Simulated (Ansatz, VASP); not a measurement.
**Two plane-wave programs on BeTe**

The input POSCAR:

```
BeTe
1.0
    0.0000000000      2.9134815623      2.8286228760
    2.9134815623      0.0000000000      2.8286228760
    2.9134815623      2.9134815623      0.0000000000
Be Te
1 1
Direct
    0.0000000000      0.0000000000      0.0000000000
    0.2500000000      0.2500000000      0.2500000000
```

Contents of INCAR.step1:

```
SYSTEM = BeTe
PREC = Accurate
ENCUT = 520
EDIFF = 1E-5
ISMEAR = 0
SIGMA = 0.01
LREAL = .FALSE.
LASPH = .TRUE.
NELM = 80
ALGO = Normal
ISIF = 2
LWAVE = .TRUE.
NBANDS = 11
GGA = PE
```

The input INCAR.step2:

```
SYSTEM = BeTe
PREC = Accurate
ENCUT = 520
EDIFF = 1E-6
ISMEAR = 0
SIGMA = 0.01
LREAL = .FALSE.
LASPH = .TRUE.
NELM = 80
ALGO = Normal
ISIF = 2
LWAVE = .FALSE.
LCHARG = .TRUE.
GGA = PE
LHFCALC = .TRUE.
HFSCREEN = 0.2079
PRECFOCK = Normal
LELF = .TRUE.
LVHAR = .TRUE.
NBANDS = 11
ISTART = 1
```

Contents of KPOINTS:

```
regular mesh
0
G
  6 6 6
  0 0 0
```

Input for Ansatz:

```yaml
crystal:
  lattice:
    - [0.0, 2.9134815623, 2.828622876]
    - [2.9134815623, 0.0, 2.828622876]
    - [2.9134815623, 2.9134815623, 0.0]
  atoms:
    - { symbol: Be, position: [0.0, 0.0, 0.0] }
    - { symbol: Te, position: [0.25, 0.25, 0.25] }
kpoints:
  mp_grid: { grid: [6, 6, 6] }
  band_path:
    path:
      - [0.0, 0.0, 0.0]
      - [-0.5, -0.5, 0.0]
      - [-0.375, -0.375, 0.25]
      - [-0.375, 0.0, 0.375]
      - [0.0, 0.0, 0.5]
      - [-0.5, -0.25, 0.25]
    npoints: 1
hamiltonian:
  xc: hse06
scf:
  occupations: { method: fixed }
  n_extra_bands: 4
output:
  forces: true
  stress: true
  eigenvalues: true
  write_density: true
  write_potential: true
  elf: true
  volumetric_format: npy
```

Change from the starting cell: biaxial_xy strain +3.0%.

Alike in both runs: task single point; functional HSE06; k mesh 6 × 6 × 6; no spin polarisation.

```csv
,VASP,Ansatz
version,VASP 6.6.1,Ansatz 0.2.0
potentials or method,"VASP PAW PBE potentials, release 64 (Be, Te)","plane waves, PAW"
plane-wave cutoff (eV),520,420
occupations,"gaussian, width 0.01 eV",fixed
valence electrons in the cell,8,18
```

VASP gave:

- gap on the k mesh at the Fermi level (eV): 2.60
- pressure (GPa): -4.0
- traceless stress, the component that is largest in VASP (GPa): 1.16

Problem. What did Ansatz give for the same quantities?

Solution. gap on the k mesh at the Fermi level (eV): 2.61; pressure (GPa): -3.8; traceless stress, the component that is largest in VASP (GPa): 1.16.

VASP's potentials hold 8 valence electrons a cell and Ansatz's 18, so a difference there can come from the potentials and not from the codes. Ansatz's warnings: stress exchange threshold loose, stress scf threshold loose.

Spin-orbit coupling is off throughout.
